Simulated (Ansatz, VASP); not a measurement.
## One calculation of ZrCu, two programs

Contents of INCAR:

```
PREC = Accurate
ENCUT = 520
EDIFF = 1E-7
ISMEAR = -1
SIGMA = 0.05
LREAL = F
LASPH = T
NELM = 60
ALGO = Normal
ISIF = 2
LWAVE = F
LCHARG = T
LELF = T
LVHAR = T
NBANDS = 18
```

KPOINTS

```
Automatic mesh
0
Gamma
  11 11 11
```

File POSCAR:

```
ZrCu
1.0
    2.5816413261      0.0000000000      0.0000000000
    0.0000000000      2.5816413261      0.0000000000
    0.0000000000      0.0000000000      2.5816413261
Zr Cu
1 1
Direct
    0.5000000000      0.5000000000      0.5000000000
    0.0000000000      0.0000000000      0.0000000000
```

Input for Ansatz:

```yaml
crystal:
  lattice:
    - [2.5816413261, 0.0, 0.0]
    - [0.0, 2.5816413261, 0.0]
    - [0.0, 0.0, 2.5816413261]
  atoms:
    - { symbol: Zr, position: [0.5, 0.5, 0.5] }
    - { symbol: Cu, position: [0.0, 0.0, 0.0] }
kpoints:
  mp_grid: { grid: [11, 11, 11] }
  band_path:
    path:
      - [0.0, 0.0, 0.0]
      - [0.0, 0.5, 0.0]
      - [0.5, 0.5, 0.0]
      - [0.0, 0.0, 0.0]
      - [0.5, 0.5, 0.5]
      - [0.0, 0.5, 0.0]
      - [0.5, 0.5, 0.5]
      - [0.5, 0.5, 0.0]
    npoints: 6
scf:
  occupations: { method: fermi_dirac, width: 0.05 }
hamiltonian:
  xc: lda
  pseudopotentials: { kind: all_electron, lapw: { basis_error: 0.001 } }
output:
  forces: true
  stress: true
  eigenvalues: true
  populations: true
```

Change from the starting cell: volume scaled by 0.5, LAPW.

Alike in both runs: task single point; functional LDA; k mesh 11 × 11 × 11; occupations fermi-dirac, width 0.05 eV; no spin polarisation.

```csv
,VASP,Ansatz
version,VASP 6.6.1,Ansatz 0.2.0
potentials or method,"VASP PAW LDA potentials, release 64 (Zr_sv, Cu), cutoff 520 eV","all-electron LAPW, scalar-relativistic"
```

```tsv
	VASP	Ansatz	Ansatz less VASP
pressure (GPa)	325.8	322.7	-3.03
```

LDA's correlation is that of Perdew and Zunger in VASP and of Perdew and Wang (1992) in Ansatz. Both programs put the cell under a high pressure, so it lies far from rest at this level. Ansatz ran all-electron here, and VASP with PAW potentials.

Noted on VASP's run: the cell as given lies far from equilibrium.
